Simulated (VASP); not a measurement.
# B3MoP4 (P-43m) in VASP: density of states with PBE

Aim: the density of states of B3MoP4 with PBE.

Program: VASP 6.6.1. These are calculated values, not measurements. Logs are shortened: lines on timing, memory, paths and dates and some standing lists are left out, and cuts for length are marked.

## (1) The cell of the first run

The structure is cubic, space group P-43m (No. 215). The conventional cell has a = 4.831 Å, b = 4.831 Å, c = 4.831 Å, α = 90.00°, β = 90.00°, γ = 90.00°. B (site symmetry -42m) has 4 P at 2.04 Å within 2.7 Å. Mo (site symmetry -43m) has 4 P at 2.26 Å within 3.0 Å. P (site symmetry 3m) has 3 B at 2.04 Å and 1 Mo at 2.26 Å within 2.7 Å.

## (2) Density of states, PBE

POSCAR

```
B3MoP4
1.0
    4.8308872181      0.0000000000      0.0000000000
    0.0000000000      4.8308872181      0.0000000000
    0.0000000000      0.0000000000      4.8308872181
B Mo P
3 1 4
Direct
    0.5000000000      0.0000000000      0.0000000000
    0.0000000000      0.5000000000      0.0000000000
    0.0000000000      0.0000000000      0.5000000000
    0.5000000000      0.5000000000      0.5000000000
    0.2301874029      0.2301874029      0.2301874029
    0.7698125971      0.7698125971      0.2301874029
    0.7698125971      0.2301874029      0.7698125971
    0.2301874029      0.7698125971      0.7698125971
```

INCAR.step1

```
PREC = Accurate
ENCUT = 520
EDIFF = 1E-6
ISMEAR = 0
SIGMA = 0.1
LREAL = F
LASPH = T
NELM = 100
ALGO = Normal
ISIF = 2
LWAVE = F
LCHARG = T
LMAXMIX = 4
GGA = PE
NBANDS = 32
```

KPOINTS.step1

```
Automatic mesh
0
Gamma
  8 8 8
```

INCAR.step2

```
PREC = Accurate
ENCUT = 520
EDIFF = 1E-6
ISMEAR = -5
SIGMA = 0.1
LREAL = F
LASPH = T
NELM = 100
ALGO = Normal
ISIF = 2
LWAVE = F
LCHARG = F
LMAXMIX = 4
GGA = PE
LORBIT = 10
NEDOS = 2001
ICHARG = 11
```

KPOINTS.step2

```
Automatic mesh
0
Gamma
  12 12 12
```

Potentials or basis: VASP PAW PBE potentials, release 64 (B, Mo_sv, P).

The run is started by

```console
$ cat potpaw_PBE.64/B/POTCAR potpaw_PBE.64/Mo_sv/POTCAR potpaw_PBE.64/P/POTCAR > POTCAR
$ cp INCAR.step1 INCAR
$ cp KPOINTS.step1 KPOINTS
$ mpirun -np 1 vasp_std > vasp.out
$ cp INCAR.step2 INCAR
$ cp KPOINTS.step2 KPOINTS
$ mpirun -np 1 vasp_std > vasp.out
```

OUTCAR:

```text
PREC = Accurate
   ENCUT = 520
   EDIFF = 1E-6
   ISMEAR = -5
   LREAL = F
   LASPH = T
   NELM = 100
   ISIF = 2
   GGA = PE
   LORBIT = 10
   ICHARG = 11

 ion  position               nearest neighbor table
   1  0.500  0.000  0.000-   5 2.04   6 2.04   7 2.04   8 2.04
   2  0.000  0.500  0.000-   5 2.04   6 2.04   7 2.04   8 2.04
   3  0.000  0.000  0.500-   5 2.04   6 2.04   7 2.04   8 2.04
   4  0.500  0.500  0.500-   5 2.26   6 2.26   7 2.26   8 2.26
   5  0.230  0.230  0.230-   1 2.04   2 2.04   3 2.04   4 2.26
   6  0.770  0.770  0.230-   1 2.04   2 2.04   3 2.04   4 2.26
   7  0.770  0.230  0.770-   1 2.04   2 2.04   3 2.04   4 2.26
   8  0.230  0.770  0.770-   1 2.04   2 2.04   3 2.04   4 2.26

  LATTYP: Found a simple cubic cell.
 ALAT       =     4.8308872181

  Lattice vectors:

 A1 = (   4.8308872181,   0.0000000000,   0.0000000000)
 A2 = (   0.0000000000,   4.8308872181,   0.0000000000)
 A3 = (   0.0000000000,   0.0000000000,   4.8308872181)

Analysis of symmetry for initial positions (statically):
=====================================================================
 Subroutine PRICEL returns:
 Original cell was already a primitive cell.

 Routine SETGRP: Setting up the symmetry group for a
 simple cubic supercell.

 Subroutine GETGRP returns: Found 24 space group operations
 (whereof 24 operations were pure point group operations)
 out of a pool of 48 trial point group operations.

The static configuration has the point symmetry T_d .

Analysis of symmetry for dynamics (positions and initial velocities):
=====================================================================
 Subroutine PRICEL returns:
 Original cell was already a primitive cell.

 Routine SETGRP: Setting up the symmetry group for a
 simple cubic supercell.

 Subroutine GETGRP returns: Found 24 space group operations
 (whereof 24 operations were pure point group operations)
 out of a pool of 48 trial point group operations.

The dynamic configuration has the point symmetry T_d .

 Subroutine INISYM returns: Found 24 space group operations
 (whereof 24 operations are pure point group operations),
 and found     1 'primitive' translations

----------------------------------------------------------------------------------------

[... 121 lines left out ...]
   ISMEAR =    -5;   SIGMA  =   0.10  broadening in eV -4-tet -1-fermi 0-gaus
   EFERMI_NEDOS =   21; number of points for ismear=-14 and -15
   IALGO  =     38    algorithm
   IMIX   =      4    mixing-type and parameters
     AMIX     =   0.40;   BMIX     =  1.00
     AMIX_MAG =   1.60;   BMIX_MAG =  1.00
  volume/ion in A,a.u.               =      14.09        95.10
  Fermi-wavevector in a.u.,A,eV,Ry     =   1.187237  2.243553 19.177843  1.409532
  Thomas-Fermi vector in A             =   2.323393
   LORBIT       =     10    0 simple, 1 ext, 2 COOP (PROOUT), +10 PAW based schemes
   GGA     = PE    functional components
   LHFCALC =     F    Hartree Fock is set to
   AEXX    =    0.0000 exact exchange contribution
   IVDW    =     0    specifies the selected vdW correction
   LEPSILON=     F    determine dielectric tensor
   LRPA    =     F    only Hartree local field effects (RPA)
 non-spin polarized calculation
 Fermi weights with tetrahedron method with Bloechl corrections
  energy-cutoff  :      520.00
  volume of cell :      112.74
 maximum number of plane-waves:      3068
 NGX is ok and might be reduce to    36

 number of electron      43.0000008 magnetization

 Free energy of the ion-electron system (eV)
  ---------------------------------------------------
  ext. energy  EPLUGINS =         0.00000000
  ---------------------------------------------------
  free energy    TOTEN  =       -51.64351449 eV

  energy without entropy =      -51.64351449  energy(sigma->0) =      -51.64351449

 E-fermi :   7.5020     XC(G=0): -10.7273

 val. band max:        7.5294136943   @ k =   0.5000   0.4167   0.0000
 cond. band min:       7.4917658715   @ k =   0.5000   0.2500   0.1667
 fundamental gap:     -0.0376478228
 Fermi energy:         7.5019542517

 k-point     1 :       0.0000    0.0000    0.0000
  band No.  band energies     occupation
      1     -52.6068      2.00000
      2     -26.8875      2.00000
      3     -26.8875      2.00000
      4     -26.8875      2.00000
      5      -7.2052      2.00000
      6      -3.2183      2.00000
[... 685 lines left out ...]
     25       9.5690      0.00000
     26      10.3927      0.00000

 [... further k-points ...]

------------------------ aborting loop because EDIFF is reached ----------------------------------------

  FORCE on cell =-STRESS in cart. coord.  units (eV):
  Direction    XX          YY          ZZ          XY          YZ          ZX
  --------------------------------------------------------------------------------------
  -------------------------------------------------------------------------------------
  Total       -0.1159837     -0.1159837     -0.1159837      0.0000000      0.0000000     -0.0000000
  in kB       -1.6482650     -1.6482650     -1.6482650      0.0000000      0.0000000     -0.0000000
  external PRESSURE =      -1.6482650 kB  Pullay stress =       0.0000000 kB

 VOLUME and BASIS-vectors are now :
 -----------------------------------------------------------------------------
  energy-cutoff  :      520.00
  volume of cell :      112.74
      direct lattice vectors                 reciprocal lattice vectors
     4.830887218  0.000000000  0.000000000     0.207001314  0.000000000  0.000000000
     0.000000000  4.830887218  0.000000000     0.000000000  0.207001314  0.000000000
     0.000000000  0.000000000  4.830887218     0.000000000  0.000000000  0.207001314

 POSITION                                       TOTAL-FORCE (eV/Angst)
 -----------------------------------------------------------------------------------
      2.41544      0.00000      0.00000        -0.000000      0.000000      0.000000
      0.00000      2.41544      0.00000        -0.000000      0.000000      0.000000
      0.00000      0.00000      2.41544        -0.000000      0.000000      0.000000
      2.41544      2.41544      2.41544        -0.000000     -0.000000      0.000000
      1.11201      1.11201      1.11201        -0.003355     -0.003355     -0.003355
      3.71888      3.71888      1.11201         0.003355      0.003355     -0.003355
      3.71888      1.11201      3.71888         0.003355     -0.003355      0.003355
      1.11201      3.71888      3.71888        -0.003355      0.003355      0.003355
 -----------------------------------------------------------------------------------
    total drift:                                0.000000      0.000000      0.000000

  FREE ENERGIE OF THE ION-ELECTRON SYSTEM (eV)
  ---------------------------------------------------
  free  energy   TOTEN  =       -51.6435144883 eV

  energy  without entropy=      -51.6435144883  energy(sigma->0) =      -51.64351449

 total charge

# of ion       s       p       d       tot
------------------------------------------
    1        0.661   1.103   0.000   1.765
    2        0.661   1.103   0.000   1.765
    3        0.661   1.103   0.000   1.765
    4        2.394   6.137   4.413  12.943
    5        1.010   1.524   0.000   2.533
    6        1.010   1.524   0.000   2.533
    7        1.010   1.524   0.000   2.533
    8        1.010   1.524   0.000   2.533
--------------------------------------------------
tot          8.417  15.541   4.413  28.370
```

OSZICAR.step1:

```text
N       E                     dE             d eps       ncg     rms          rms(c)
DAV:   1     0.199600838558E+03    0.19960E+03   -0.21556E+04  2496   0.121E+03
DAV:   2    -0.423134212181E+02   -0.24191E+03   -0.23181E+03  2640   0.264E+02
DAV:   3    -0.532652242594E+02   -0.10952E+02   -0.10675E+02  2904   0.492E+01
DAV:   4    -0.534446784555E+02   -0.17945E+00   -0.17891E+00  2712   0.652E+00
DAV:   5    -0.534486515640E+02   -0.39731E-02   -0.39718E-02  2976   0.879E-01    0.219E+01
DAV:   6    -0.520554294991E+02    0.13932E+01   -0.50735E+00  2624   0.105E+01    0.898E+00
DAV:   7    -0.518070765453E+02    0.24835E+00   -0.26874E+00  2552   0.773E+00    0.707E+00
DAV:   8    -0.516540769434E+02    0.15300E+00   -0.62848E-01  2608   0.375E+00    0.141E+00
DAV:   9    -0.516541019149E+02   -0.24972E-04   -0.44281E-02  2848   0.963E-01    0.462E-01
DAV:  10    -0.516539667995E+02    0.13512E-03   -0.46088E-03  2688   0.319E-01    0.164E-01
DAV:  11    -0.516542124163E+02   -0.24562E-03   -0.47043E-04  2760   0.106E-01    0.404E-02
DAV:  12    -0.516542404041E+02   -0.27988E-04   -0.41049E-05  2784   0.311E-02    0.163E-02
DAV:  13    -0.516542460771E+02   -0.56731E-05   -0.10740E-05  2800   0.157E-02    0.628E-03
DAV:  14    -0.516542459047E+02    0.17247E-06   -0.22612E-06  2320   0.728E-03
   1 F= -.51654246E+02 E0= -.51645806E+02  d E =-.168798E-01
```

Run time: 85 s. Hardware: 1 thread of Intel Xeon 6975P-C (Granite Rapids), shared host; peak memory 0.35 GiB.

Results:

* Valence electrons inside the program's atomic spheres: B 1.76; Mo 12.94; P 2.53

Levels at points of the mesh, in eV from the Fermi level:
```
           k point  band 20  band 21  band 22  band 23  band 24  band 25
(0.00, 0.00, 0.00)    -2.38    -1.48    -1.48     0.94     0.94     0.94
(0.50, 0.00, 0.00)    -1.58    -0.34     0.49     0.52     1.30     1.61
(0.50, 0.50, 0.00)    -1.88     0.10     0.46     0.57     1.86     1.86
(0.50, 0.50, 0.50)    -2.40    -0.62    -0.62     1.51     1.51     1.51
```

Caveat: tetrahedron occupations give inexact forces and stress in metals.
